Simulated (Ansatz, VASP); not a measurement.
## ScAl3 in VASP and in Ansatz

```xyz
4
Lattice="4.1081 0.0000 0.0000 0.0000 4.1081 0.0000 0.0000 0.0000 4.1081" Properties=species:S:1:pos:R:3 pbc="T T T"
Sc    0.0000    0.0000    0.0000
Al    2.0540    0.0000    2.0540
Al    0.0000    2.0540    2.0540
Al    2.0540    2.0540    0.0000
```

Alike in both runs: functional PBE; k mesh 12 × 12 × 12; occupations fermi-dirac, width 0.15 eV; no spin polarisation.

Ansatz relaxed the structure, and its values are those at the end. VASP's run is a single point on that final structure, the one shown.

|  | VASP | Ansatz |
| --- | --- | --- |
| version | VASP 6.6.1 | Ansatz 0.2.0 |
| potentials or method | VASP PAW PBE potentials, release 64 (Sc_sv, Al), cutoff 520 eV | scalar-relativistic, plane waves, PAW |
| valence electrons in the cell | 20 | 20 |

|  | VASP | Ansatz | Ansatz less VASP |
| --- | --- | --- | --- |
| gap on the k mesh at the Fermi level (eV) | none | none | - |
| pressure (GPa) | 0.0 | 0.0 | -0.01 |

A gap of «none» marks a metal or a gap that the smearing closes.
